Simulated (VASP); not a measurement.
Write the native input for VASP 6.6.1 that does the following.

| Property | Result |
| --- | --- |
| Task | single point |
| Functional | PBE |
| Potentials or basis | VASP PAW PBE potentials, release 64 (Ag) |
| Cutoff | 520 eV |
| k mesh | 17 × 17 × 17 |
| Occupations | fermi-dirac, width 0.08 eV |
| Spin | no spin polarisation |
| Dipole correction | no |
| Further INCAR settings | ALGO = Normal; EDIFF = 1e-06; NBANDS = 18 |

The structure of Ag lies in POSCAR:

```
Ag
1.0
   -2.4655873815      2.4655873815      1.3000063763
    2.4655873815     -2.4655873815      1.3000063763
    2.4655873815      2.4655873815     -1.3000063763
Ag
2
Direct
   -0.3750000000     -0.1250000000     -0.2500000000
    0.3750000000      0.1250000000      0.2500000000
```

One way to write it, as run:

INCAR

```
PREC = Accurate
ENCUT = 520
EDIFF = 1E-6
ISMEAR = -1
SIGMA = 0.08
LREAL = F
LASPH = T
NELM = 100
ALGO = Normal
ISIF = 2
LWAVE = F
LCHARG = F
GGA = PE
NBANDS = 18
```

KPOINTS

```
regular mesh
0
Gamma
  17 17 17
```

Potentials or basis: VASP PAW PBE potentials, release 64 (Ag).

Command:

```sh
$ cat potpaw_PBE.64/Ag/POTCAR > POTCAR
$ mpirun -np 1 vasp_std > vasp.out
```

It gave:

The pressure is 30.5 GPa and the band gap on the k mesh is zero (band 11 reaches 12.57 eV, above the bottom of band 12 at 6.88 eV).

Run time: 74 s on 1 thread of Intel(R) Xeon(R) 6975P-C (Granite Rapids) (shared host), peak memory 0.3 GiB.
